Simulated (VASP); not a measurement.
Input of a VASP 6.6.1 run:

File INCAR:

```
PREC = Accurate
ENCUT = 500
EDIFF = 1E-7
ISMEAR = -1
SIGMA = 0.03
LREAL = False
LASPH = True
NELM = 120
ALGO = Normal
ISIF = 3
LWAVE = False
LCHARG = False
GGA = PE
IBRION = 2
NSW = 100
EDIFFG = -0.005
GGA_COMPAT = False
NELMIN = 4
```

The input KPOINTS:

```
Automatic mesh
0
Gamma
  13 13 13
```

File POSCAR:

```
AgBr
1.0
    0.0000000000      2.6232327377      2.6232327377
    2.6232327377      0.0000000000      2.6232327377
    2.6232327377      2.6232327377      0.0000000000
Ag Br
1 1
Direct
    0.0000000000      0.0000000000      0.0000000000
    0.5000000000      0.5000000000      0.5000000000
```

Potentials or basis: VASP PAW PBE potentials, release 64 (Ag, Br).

Command:

```bash
$ cat potpaw_PBE.64/Ag/POTCAR potpaw_PBE.64/Br/POTCAR > POTCAR
$ mpirun -np 1 vasp_std > vasp.out
```

(1) Estimate the band gap on the k mesh.

(2) Estimate the relaxed volume.

(3) What does it give for the relaxed cell?

Results:

(1) 0.70 eV, indirect (least direct gap 2.45 eV).

(2) 24.78 Å³/atom.

(3) a = 4.123 Å, b = 4.123 Å, c = 4.123 Å, α = 60.00°, β = 60.00°, γ = 60.00°.

Caveat: the volume moved by over 15 % at a fixed basis, so the end points are rough.
